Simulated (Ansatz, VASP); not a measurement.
**WS2: VASP beside Ansatz**

Contents of INCAR:

```
SYSTEM = WS2
PREC = Accurate
ENCUT = 600
EDIFF = 1E-6
ISMEAR = 0
SIGMA = 0.02
LREAL = .FALSE.
LASPH = .TRUE.
NELM = 100
ALGO = Normal
ISIF = 3
LWAVE = .FALSE.
LCHARG = .FALSE.
GGA = PE
IBRION = 2
NSW = 100
EDIFFG = -0.005
```

The input KPOINTS:

```
regular mesh
0
G
  12 12 2
  0 0 0
```

POSCAR

```
WS2
1.0
    3.1877751740      0.0000000029      0.0000000000
   -1.5938875895      2.7606942808      0.0000000000
    0.0000000000      0.0000000000     14.8712784403
W S
2 4
Direct
    0.3333333333      0.6666666667      0.2500000000
    0.6666666667      0.3333333333      0.7500000000
    0.3333333333      0.6666666667      0.6443541067
    0.6666666667      0.3333333333      0.1443541067
    0.3333333333      0.6666666667      0.8556458933
    0.6666666667      0.3333333333      0.3556458933
```

Input for Ansatz:

```yaml
crystal:
  lattice:
    - [3.187775174, 2.9e-09, 0.0]
    - [-1.5938875895, 2.7606942808, 0.0]
    - [0.0, 0.0, 14.8712784403]
  atoms:
    - { symbol: W, position: [0.3333333333, 0.6666666667, 0.25] }
    - { symbol: W, position: [0.6666666667, 0.3333333333, 0.75] }
    - { symbol: S, position: [0.3333333333, 0.6666666667, 0.6443541067] }
    - { symbol: S, position: [0.6666666667, 0.3333333333, 0.1443541067] }
    - { symbol: S, position: [0.3333333333, 0.6666666667, 0.8556458933] }
    - { symbol: S, position: [0.6666666667, 0.3333333333, 0.3556458933] }
basis:
  ecutwfc: 420
kpoints:
  mp_grid: { grid: [12, 12, 2] }
hamiltonian:
  xc: pbe
scf:
  occupations: { method: gaussian, width: 0.02 }
output:
  forces: true
  stress: true
  eigenvalues: true
  write_density: true
  write_potential: true
  elf: true
  volumetric_format: npy
relax:
  adjacent_minimum: "off"
  f_tol: 0.005
  max_steps: 80
  cell: { stress_tol: 0.05 }
```

Alike in both runs: task relaxation of cell and atoms; functional PBE; k mesh 12 × 12 × 2; occupations gaussian, width 0.02 eV; no spin polarisation.

|  | VASP | Ansatz |
| --- | --- | --- |
| version | VASP 6.6.1 | Ansatz 0.2.0 |
| potentials or method | VASP PAW PBE potentials, release 64 (W_sv, S), cutoff 600 eV | scalar-relativistic, plane waves, PAW |
| valence electrons in the cell | 52 | 52 |

Ansatz gave:

- gap on the k mesh at the Fermi level, each at its own relaxed structure (eV): 1.63
- relaxed volume (Å³/atom): 21.81
- relaxed cell length with the largest relative difference (Å): 3.188

Q: Which values does VASP return?

A: gap on the k mesh at the Fermi level, each at its own relaxed structure (eV): 1.64; relaxed volume (Å³/atom): 21.81; relaxed cell length with the largest relative difference (Å): 3.188.

Neither program's run includes spin-orbit coupling. Noted on VASP's run: the relaxation stopped at its first step, so nothing moved.
